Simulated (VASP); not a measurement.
Input of a VASP 6.6.1 run:

File POSCAR:

```
Eu
1.0
   -2.3030000000      2.3030000000      2.3030000000
    2.3030000000     -2.3030000000      2.3030000000
    2.3030000000      2.3030000000     -2.3030000000
Eu
1
Direct
    0.0000000000      0.0000000000      0.0000000000
```

The input INCAR.step1:

```
SYSTEM = Eu
ALGO = Normal ; EDIFF = 1E-6
ENCUT = 520 ; GGA = PE
ISIF = 2 ; ISMEAR = -1
ISPIN = 2 ; LASPH = .True.
LCHARG = .True. ; LDAU = .True.
LDAUJ = 0 ; LDAUL = 3
LDAUPRINT = 1 ; LDAUTYPE = 2
LDAUU = 3 ; LMAXMIX = 6
LREAL = .False. ; LWAVE = .False.
MAGMOM = 7 ; NBANDS = 18
NELM = 150 ; PREC = Accurate
SIGMA = 0.05
```

Contents of KPOINTS.step1:

```
k-points
0
Gamma
  10 10 10
  0 0 0
```

Contents of INCAR.step2:

```
SYSTEM = Eu
ALGO = Normal ; EDIFF = 1E-6
ENCUT = 520 ; GGA = PE
ICHARG = 11 ; ISIF = 2
ISMEAR = -5 ; ISPIN = 2
LASPH = .True. ; LCHARG = .False.
LDAU = .True. ; LDAUJ = 0
LDAUL = 3 ; LDAUPRINT = 1
LDAUTYPE = 2 ; LDAUU = 3
LMAXMIX = 6 ; LORBIT = 10
LREAL = .False. ; LWAVE = .False.
MAGMOM = 7 ; NEDOS = 1001
NELM = 150 ; PREC = Accurate
SIGMA = 0.05
```

Contents of KPOINTS.step2:

```
k-points
0
Gamma
  15 15 15
  0 0 0
```

Potentials or basis: VASP PAW PBE potentials, release 64 (Eu).

Launch:

```sh
$ cat potpaw_PBE.64/Eu/POTCAR > POTCAR
$ cp INCAR.step1 INCAR
$ cp KPOINTS.step1 KPOINTS
$ mpirun -np 1 vasp_std > vasp.out
$ cp INCAR.step2 INCAR
$ cp KPOINTS.step2 KPOINTS
$ mpirun -np 1 vasp_std > vasp.out
```

Predict the net moment.

7.38 μB per cell.

Predict the site moments.

Eu +6.77 μB.

Eigenvalues of the final occupation matrices:
```tsv
site	spin	trace	eigenvalues
site 1 f	1	6.79	0.97 0.97 0.97 0.97 0.97 0.97 0.97
site 1 f	2	0.00	0.00 0.00 0.00 0.00 0.00 0.00 0.00
```

Caveat: spin-orbit coupling is left out, which moves the levels of the heavy elements. The state reached can hang on the start; a lower one may exist.
